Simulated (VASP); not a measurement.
Runs of VASP 6.6.1 on Os. The structure is that of space group P6_3/mmc (No. 194), or close to it. The cells are those of the table. 

```csv
task,cell,cutoff (eV),gap on the mesh (eV),pressure (GPa)
single point,"a = 2.734, b = 2.734, c = 4.190 Å, angles 90.0, 90.0, 120.0°, 2 atoms",600,none,24.7
single point,"a = 2.734, b = 2.734, c = 4.449 Å, angles 90.0, 90.0, 120.0°, 2 atoms",600,none,-3.6
single point,"a = 2.734, b = 2.734, c = 4.406 Å, angles 90.0, 90.0, 120.0°, 2 atoms",600,none,(b)
single point,"a = 2.779, b = 2.779, c = 4.391 Å, angles 90.0, 90.0, 120.0°, 2 atoms",520,none,-10.8
single point,"a = 2.734, b = 2.734, c = 4.320 Å, angles 90.0, 90.0, 120.0°, 2 atoms",520,none,8.7
electric field gradients,"a = 2.734, b = 2.734, c = 4.320 Å, angles 90.0, 90.0, 120.0°, 2 atoms",520,none,8.7
electric field gradients,"a = 2.714, b = 2.714, c = 4.384 Å, angles 90.0, 90.0, 120.0°, 2 atoms",520,none,8.5
electric field gradients,"a = 2.688, b = 2.688, c = 4.246 Å, angles 90.0, 90.0, 120.0°, 2 atoms",520,none,34.7
single point,"a = 2.734, b = 2.734, c = 4.277 Å, angles 90.0, 90.0, 120.0°, 2 atoms",600,none,13.7
single point,"a = 2.714, b = 2.714, c = 4.384 Å, angles 90.0, 90.0, 120.0°, 2 atoms",520,none,8.5
single point,"a = 2.734, b = 2.734, c = 4.233 Å, angles 90.0, 90.0, 120.0°, 2 atoms",600,none,(a)
```

Alike in all rows: level PBE; potentials or basis VASP PAW PBE potentials, release 64 (Os); no spin polarisation; k mesh 15 × 15 × 9; smearing fermi-dirac 0.05 eV.

Fill in the values left out.

(a) 19.0; (b) 0.2.

Caveats: spin-orbit coupling is left out, which moves the levels of the heavy elements; the cell stands under pressure (at least some runs); the cell stands under tension (at least some runs).

A k mesh can miss the band edges, and the runs leave out spin-orbit coupling on Os.

A gap of «none» marks levels without a gap at the run's occupations.
